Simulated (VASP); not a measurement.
Here is a VASP 6.6.1 calculation.

The input INCAR:

```
PREC = Accurate
ENCUT = 520
EDIFF = 1E-7
ISMEAR = 0
SIGMA = 0.05
LREAL = F
LASPH = T
NELM = 100
ALGO = Normal
ISIF = 2
LWAVE = F
LCHARG = F
GGA = PE
NBANDS = 16
```

The input KPOINTS:

```
Automatic mesh
0
Gamma
  4 4 4
```

Contents of POSCAR:

```
Mg2C3
1.0
    2.4063201191     -2.3426107354     -0.0056849748
    2.4063201191      2.3426107354     -0.0056849748
   -1.2337819514      0.0000000000      4.8699367886
Mg C
2 3
Direct
    0.8094807413      0.8094807413      0.1980806852
    0.1905192587      0.1905192587      0.8019193148
    0.3021865357      0.3021865357      0.2622175095
    0.6978134643      0.6978134643      0.7377824905
    0.5000000000      0.5000000000      0.5000000000
```

Potentials or basis: VASP PAW PBE potentials, release 64 (Mg, C).

Run with:

```console
$ cat potpaw_PBE.64/Mg/POTCAR potpaw_PBE.64/C/POTCAR > POTCAR
$ mpirun -np 1 vasp_std > vasp.out
```

Problem. What does it give for the band gap on the k mesh?

Solution. 1.66 eV (least direct gap 2.33 eV).

Problem. Estimate the pressure.

Solution. 0.3 GPa.

Problem. What does it give for the largest force?

Solution. 0.048 eV/Å.

Forces in eV/Å, atoms in the order of the input:
```
Mg  -0.003  0.000  0.013
Mg   0.003  0.000 -0.013
C   -0.042  0.000 -0.023
C    0.042  0.000  0.023
C    0.000  0.000  0.000
```

Caveat: the k points lie up to 0.48 Å⁻¹ apart. A k mesh can miss the band edges.
